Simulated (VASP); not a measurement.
# C (P6_3/mmc) in VASP: single point with r2SCAN

Aim: the single point of C with r2SCAN.

Everything below comes from runs of VASP 6.6.1. Logs are shortened: lines on timing, memory, paths and dates and some standing lists are left out, and cuts for length are marked.

### Step 1. The cell of the first run

It takes space group P6_3/mmc (No. 194, hexagonal). Conventional cell: a = 2.456 Å, b = 2.456 Å, c = 7.046 Å, α = 90.00°, β = 90.00°, γ = 120.00°. C (site symmetry -6m2) has 3 C at 1.42 Å within 1.9 Å. Within 1.9 Å of C (site symmetry -6m2) lie 3 C at 1.42 Å.

### Step 2. Single point, r2SCAN

POSCAR reads:

```
C
1.0
    2.4557152741      0.0000000000      0.0000000000
   -1.2278576370      2.1267118118      0.0000000000
    0.0000000000      0.0000000000      7.0461688446
C
4
Direct
    0.0000000000      0.0000000000      0.0024999417
    0.0000000000      0.0000000000      0.5024999417
    0.3333333333      0.6666666667      0.0025000583
    0.6666666667      0.3333333333      0.5025000583
```

INCAR.step1 reads:

```
PREC     = Accurate       # precision mode
ENCUT    = 520            # plane-wave cutoff, eV
ISMEAR   = -1             # smearing method
SIGMA    = 0.1            # smearing width, eV
LREAL    = False          # projectors in reciprocal space
LASPH    = True           # aspherical terms in the spheres
NELM     = 100            # most SCF steps
NBANDS   = 16             # bands
GGA      = PE             # functional
ALGO     = Normal         # electronic algorithm
EDIFF    = 1E-4           # SCF threshold, eV
LWAVE    = True           # write WAVECAR
LCHARG   = False          # write CHGCAR
```

INCAR.step2 reads:

```
PREC     = Accurate       # precision mode
ENCUT    = 520            # plane-wave cutoff, eV
EDIFF    = 1E-6           # SCF threshold, eV
ISMEAR   = -1             # smearing method
SIGMA    = 0.1            # smearing width, eV
LREAL    = False          # projectors in reciprocal space
LASPH    = True           # aspherical terms in the spheres
NELM     = 100            # most SCF steps
ALGO     = Normal         # electronic algorithm
ISIF     = 2              # what is computed and relaxed
LWAVE    = False          # write WAVECAR
LCHARG   = False          # write CHGCAR
METAGGA  = R2SCAN         # meta-GGA
LMIXTAU  = True         
NBANDS   = 16             # bands
ISTART   = 1
```

KPOINTS reads:

```
regular mesh
0
Gamma
  20 20 7
```

Potentials or basis: VASP PAW PBE potentials, release 64 (C).

On the command line:

```console
$ cat potpaw_PBE.64/C/POTCAR > POTCAR
$ cp INCAR.step1 INCAR
$ mpirun -np 1 vasp_std > vasp.out
$ cp INCAR.step2 INCAR
$ mpirun -np 1 vasp_std > vasp.out
```

OUTCAR:

```text
PREC = Accurate
   ENCUT = 520
   EDIFF = 1E-6
   ISMEAR = -1
   LREAL = False
   LASPH = True
   NELM = 100
   ISIF = 2
   METAGGA = R2SCAN
   ISTART = 1

 ion  position               nearest neighbor table
   1  0.000  0.000  0.002-   3 1.42   3 1.42   3 1.42
   2  0.000  0.000  0.502-   4 1.42   4 1.42   4 1.42
   3  0.333  0.667  0.003-   1 1.42   1 1.42   1 1.42
   4  0.667  0.333  0.503-   2 1.42   2 1.42   2 1.42

  LATTYP: Found a hexagonal cell.
 ALAT       =     2.4557152741
 C/A-ratio  =     2.8692938953

  Lattice vectors:

 A1 = (   2.4557152741,   0.0000000000,   0.0000000000)
 A2 = (  -1.2278576370,   2.1267118118,   0.0000000000)
 A3 = (   0.0000000000,   0.0000000000,   7.0461688446)

Analysis of symmetry for initial positions (statically):
=====================================================================
 Subroutine PRICEL returns:
 Original cell was already a primitive cell.

 Routine SETGRP: Setting up the symmetry group for a
 hexagonal supercell.

 Subroutine GETGRP returns: Found 24 space group operations
 (whereof  6 operations were pure point group operations)
 out of a pool of 24 trial point group operations.

The static configuration has the point symmetry C_3v.
 The point group associated with its full space group is D_6h.

Analysis of symmetry for dynamics (positions and initial velocities):
=====================================================================
 Subroutine PRICEL returns:
 Original cell was already a primitive cell.

 Routine SETGRP: Setting up the symmetry group for a
 hexagonal supercell.

 Subroutine GETGRP returns: Found 24 space group operations
 (whereof  6 operations were pure point group operations)
 out of a pool of 24 trial point group operations.

The dynamic configuration has the point symmetry C_3v.
 The point group associated with its full space group is D_6h.

 Subroutine INISYM returns: Found 24 space group operations
 (whereof  6 operations are pure point group operations),
 and found     1 'primitive' translations

----------------------------------------------------------------------------------------

                                     Primitive cell

  volume of cell :      36.7993

  direct lattice vectors                    reciprocal lattice vectors
[... 90 lines left out ...]
   NELM   =    100;   NELMIN=  2; NELMDL=  0     # of ELM steps
   EDIFF  = 0.1E-05   stopping-criterion for ELM
   LREAL  =      F    real-space projection
   EDIFFG = 0.1E-04   stopping-criterion for IOM
   NSW    =      0    number of steps for IOM
   IBRION =     -1    ionic relax: 0-MD 1-quasi-New 2-CG
   NFREE  =      0    steps in history (QN), initial steepest desc. (CG)
   ISIF   =      2    stress and relaxation
   ISYM   =      2    0-nonsym 1-usesym 2-fastsym
   POTIM  = 0.5000    time-step for ionic-motion
   TEBEG  =    0.0;   TEEND  =   0.0 temperature during run
   PSTRESS=    0.0 pullay stress
   NELECT =      16.0000    total number of electrons
   NUPDOWN=      -1.0000    fix difference up-down
   EMIN   =  10.00;   EMAX   =-10.00  energy-range for DOS
   EFERMI =   0.00;   METHOD = LEGACY
   ISMEAR =    -1;   SIGMA  =   0.10  broadening in eV -4-tet -1-fermi 0-gaus
   EFERMI_NEDOS =   21; number of points for ismear=-14 and -15
   IALGO  =     38    algorithm
   IMIX   =      4    mixing-type and parameters
     AMIX     =   0.40;   BMIX     =  1.00
     AMIX_MAG =   1.60;   BMIX_MAG =  1.00
  volume/ion in A,a.u.               =       9.20        62.08
  Fermi-wavevector in a.u.,A,eV,Ry     =   1.240228  2.343691 20.928018  1.538166
  Thomas-Fermi vector in A             =   2.374678
   LORBIT       =      0    0 simple, 1 ext, 2 COOP (PROOUT), +10 PAW based schemes
   METAGGA = R2SCAN    functional components
   LHFCALC =     F    Hartree Fock is set to
   AEXX    =    0.0000 exact exchange contribution
   IVDW    =     0    specifies the selected vdW correction
   LEPSILON=     F    determine dielectric tensor
   LRPA    =     F    only Hartree local field effects (RPA)
 non-spin polarized calculation
  energy-cutoff  :      520.00
  volume of cell :       36.80
 maximum number of plane-waves:      1012
   NGX =  9   NGY =  9   NGZ = 27

 number of electron      15.9999996 magnetization

 Free energy of the ion-electron system (eV)
  ---------------------------------------------------
  ext. energy  EPLUGINS =         0.00000000
  ---------------------------------------------------
  free energy    TOTEN  =       -39.75364820 eV

  energy without entropy =      -39.75285570  energy(sigma->0) =      -39.75325195

 E-fermi :   4.2917     XC(G=0): -10.7949

 val. band max:        3.9615750293   @ k =   0.3500   0.3000   0.0000
 cond. band min:       4.6399745949   @ k =   0.3500   0.3000   0.0000
 fundamental gap:      0.6783995656
 Fermi energy:         4.2917086711

 k-point     1 :       0.0000    0.0000    0.0000
  band No.  band energies     occupation
      1     -16.6719      2.00000
      2     -16.4713      2.00000
      3      -4.5884      2.00000
      4      -3.0259      2.00000
      5       1.0565      2.00000
      6       1.0565      2.00000
[... 433 lines left out ...]
      3      -5.0762      2.00000
      4      -5.0037      2.00000
      5      -2.3546      2.00000
      6      -2.3146      2.00000
[... 8 lines left out ...]
     15      18.2629      0.00000
     16      18.7496      0.00000

 [... further k-points ...]

------------------------ aborting loop because EDIFF is reached ----------------------------------------

  FORCE on cell =-STRESS in cart. coord.  units (eV):
  Direction    XX          YY          ZZ          XY          YZ          ZX
  --------------------------------------------------------------------------------------
  -------------------------------------------------------------------------------------
  Total        0.2490868      0.2490868     -0.0169949      0.0000000     -0.0000000      0.0000000
  in kB       10.8448028     10.8448028     -0.7399263      0.0000000     -0.0000000      0.0000000
  external PRESSURE =       6.9832265 kB  Pullay stress =       0.0000000 kB

 VOLUME and BASIS-vectors are now :
 -----------------------------------------------------------------------------
  energy-cutoff  :      520.00
  volume of cell :       36.80
      direct lattice vectors                 reciprocal lattice vectors
     2.455715274  0.000000000  0.000000000     0.407213332  0.235104727  0.000000000
    -1.227857637  2.126711812  0.000000000     0.000000000  0.470209454  0.000000000
     0.000000000  0.000000000  7.046168845     0.000000000  0.000000000  0.141921095

 POSITION                                       TOTAL-FORCE (eV/Angst)
 -----------------------------------------------------------------------------------
      0.00000      0.00000      0.01762         0.000000      0.000000      0.000000
      0.00000      0.00000      3.54070         0.000000      0.000000     -0.000000
     -0.00000      1.41781      0.01762        -0.000000     -0.000000     -0.000000
      1.22786      0.70890      3.54070         0.000000     -0.000000     -0.000000
 -----------------------------------------------------------------------------------
    total drift:                               -0.000000     -0.000000     -0.000946

  FREE ENERGIE OF THE ION-ELECTRON SYSTEM (eV)
  ---------------------------------------------------
  free  energy   TOTEN  =       -39.7536481950 eV

  energy  without entropy=      -39.7528556993  energy(sigma->0) =      -39.75325195
```

Wall time 3.7 min (1 thread of Intel Xeon Platinum 8375C at 2.90GHz (Ice Lake), shared host); peak memory 0.2 GiB.

What came out:

```
Free energy            : -39.7536 eV
Pressure               : 0.7 GPa
Band gap on the k mesh : 0.68 eV, direct
```

Stress tensor (GPa, compression positive):
```
 1.08  0.00  0.00
 0.00  1.08  0.00
 0.00  0.00 -0.07
```

Levels at points of the mesh, in eV from the valence-band top:
```csv
k point,band 6,band 7,band 8,band 9,band 10,band 11
"(0.00, 0.00, 0.00)",-2.91,-2.89,-2.89,4.33,9.03,9.03
"(0.50, 0.00, 0.00)",-6.50,-2.53,-1.99,1.91,2.52,7.95
```

Caveat: the PAW data sets were made with another functional, which shifts forces and pressure a little. A k mesh can miss the band edges.
